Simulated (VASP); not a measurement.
The system is NdNb.

```
CELL_PARAMETERS angstrom
0.00000 2.90741 2.90741
2.90741 0.00000 2.90741
2.90741 2.90741 0.00000
ATOMIC_POSITIONS crystal
Nd 0.00000 0.00000 0.00000
Nb 0.50000 0.50000 0.50000
```

```yaml
Program: VASP 6.6.1
Task: relaxation of cell and atoms
Functional: PBE
Potentials_or_basis: VASP PAW PBE potentials, release 64 (Nd, Nb_sv)
Cutoff: 600 eV
k_mesh: 6 × 6 × 6
Occupations: gaussian, width 0.1 eV
Spin: no spin polarisation
```

At the start: pressure -6.6 GPa; volume 24.58 Å³/atom.

Problem. How do energy, volume and symmetry change on relaxing?

Solution. Over 5 steps the energy falls by 69.2 meV/atom and the volume is 21.67 Å³/atom (-11.8 %); space group Fm-3m (No. 225, to 0.05 Å).

The path:
| step | energy change (eV) | largest force (eV/Å) | pressure (GPa) | volume (Å³) |
| --- | --- | --- | --- | --- |
| 1 | 0.0000 | 0.0000 | -6.60 | 49.15 |
| 2 | -0.1348 | 0.0000 | 1.54 | 42.29 |
| 3 | -0.1385 | 0.0000 | 0.48 | 43.18 |
| 4 | -0.1378 | 0.0000 | -0.53 | 43.53 |
| 5 | -0.1383 | 0.0000 | -0.25 | 43.35 |

Final structure:
```
Nd Nb
1.0
     0.00000    2.78810    2.78810
     2.78810    0.00000    2.78810
     2.78810    2.78810    0.00000
Nd Nb
1 1
Direct
  0.00000 0.00000 0.00000
  0.50000 0.50000 0.50000
```

Caveat: without U or exact exchange the open f shell lies at the Fermi level, which spoils levels, moments and volumes.
